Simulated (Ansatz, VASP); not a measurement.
**Ta: VASP beside Ansatz**

```
CELL_PARAMETERS angstrom
-1.65128 1.65128 1.65128
1.65128 -1.65128 1.65128
1.65128 1.65128 -1.65128
ATOMIC_POSITIONS crystal
Ta 0.00000 0.00000 0.00000
```

Alike in both runs: task relaxation of cell and atoms; functional LDA; k mesh 24 × 24 × 24; occupations fermi-dirac, width 0.08 eV; no spin polarisation.

```csv
,VASP,Ansatz
version,VASP 6.6.1,Ansatz 0.2.0
potentials or method,"VASP PAW LDA potentials, release 64 (Ta_sv_GW)","PAW with Ansatz's default frozen-core files, scalar-relativistic"
plane-wave cutoff (eV),500,420
valence electrons in the cell,13,13
```

```tsv
	VASP	Ansatz	Ansatz less VASP
relaxed volume (Å³/atom)	17.19	17.22	+0.030
relaxed length of the cell vector where the two differ most in proportion (Å)	2.816	2.818	+0.0016
```

LDA's correlation is that of Perdew and Zunger in VASP and of Perdew and Wang (1992) in Ansatz.

Neither program's run includes spin-orbit coupling.
